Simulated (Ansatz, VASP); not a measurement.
# Two plane-wave programs on TiIn2Te3

INCAR

```
ALGO     = Normal         # electronic algorithm
EDIFF    = 1E-6           # SCF threshold, eV
ENCUT    = 520            # plane-wave cutoff, eV
GGA      = PE             # functional
ISIF     = 2              # what is computed and relaxed
ISMEAR   = 0              # smearing method
LASPH    = True           # aspherical terms in the spheres
LCHARG   = False          # write CHGCAR
LREAL    = False          # projectors in reciprocal space
LWAVE    = False          # write WAVECAR
NBANDS   = 37             # bands
NELM     = 100            # most SCF steps
PREC     = Accurate       # precision mode
SIGMA    = 0.1            # smearing width, eV
```

File KPOINTS:

```
k-points
0
Gamma
  3 3 6
```

Contents of POSCAR:

```
TiIn2Te3
1.0
    7.0695759000      0.0000000000      0.0000000000
   -3.5347879500      6.1224323200      0.0000000000
    0.0000000000      0.0000000000      3.7091957500
Ti In Te
1 2 3
Direct
    0.0000000000      0.0000000000      0.5000000000
    0.6666666700      0.3333333300      0.5000000000
    0.3333333300      0.6666666700      0.5000000000
    0.0000000000      0.5000000000      0.0000000000
    0.5000000000      0.5000000000      0.0000000000
    0.5000000000      0.0000000000      0.0000000000
```

Input for Ansatz:

```yaml
crystal:
  lattice:
    - [7.0695759, 0.0, 0.0]
    - [-3.53478795, 6.12243232, 0.0]
    - [0.0, 0.0, 3.70919575]
  atoms:
    - { symbol: Ti, position: [0.0, 0.0, 0.5] }
    - { symbol: In, position: [0.66666667, 0.33333333, 0.5] }
    - { symbol: In, position: [0.33333333, 0.66666667, 0.5] }
    - { symbol: Te, position: [0.0, 0.5, 0.0] }
    - { symbol: Te, position: [0.5, 0.5, 0.0] }
    - { symbol: Te, position: [0.5, 0.0, 0.0] }
basis:
  ecutwfc: 420
kpoints:
  mp_grid: { grid: [3, 3, 6] }
hamiltonian:
  xc: pbe
scf:
  occupations: { method: gaussian, width: 0.1 }
  lower_state_search: "off"
output:
  forces: true
  stress: true
  eigenvalues: true
```

Change from the starting cell: species swapped into the NdB2Ir3 type (P6/mmm, No. 191).

Alike in both runs: task single point; functional PBE; k mesh 3 × 3 × 6; occupations gaussian, width 0.1 eV; no spin polarisation.

|  | VASP | Ansatz |
| --- | --- | --- |
| version | VASP 6.6.1 | Ansatz 0.2.0 |
| potentials or method | VASP PAW PBE potentials, release 64 (Ti_sv, In_d, Te), cutoff 520 eV | scalar-relativistic, plane waves, PAW |
| valence electrons in the cell | 56 | 86 |

|  | VASP | Ansatz | Ansatz less VASP |
| --- | --- | --- | --- |
| gap on the k mesh at the Fermi level (eV) | none | none | - |
| pressure (GPa) | 15.8 | 15.8 | -0.05 |
| traceless stress, the component that is largest in VASP (GPa) | 2.70 | 2.64 | -0.060 |

A gap of «none» marks a metal or a gap that the smearing closes. VASP's potentials hold 56 valence electrons a cell and Ansatz's 86, so a difference there can come from the potentials and not from the codes.

Neither program's run includes spin-orbit coupling.
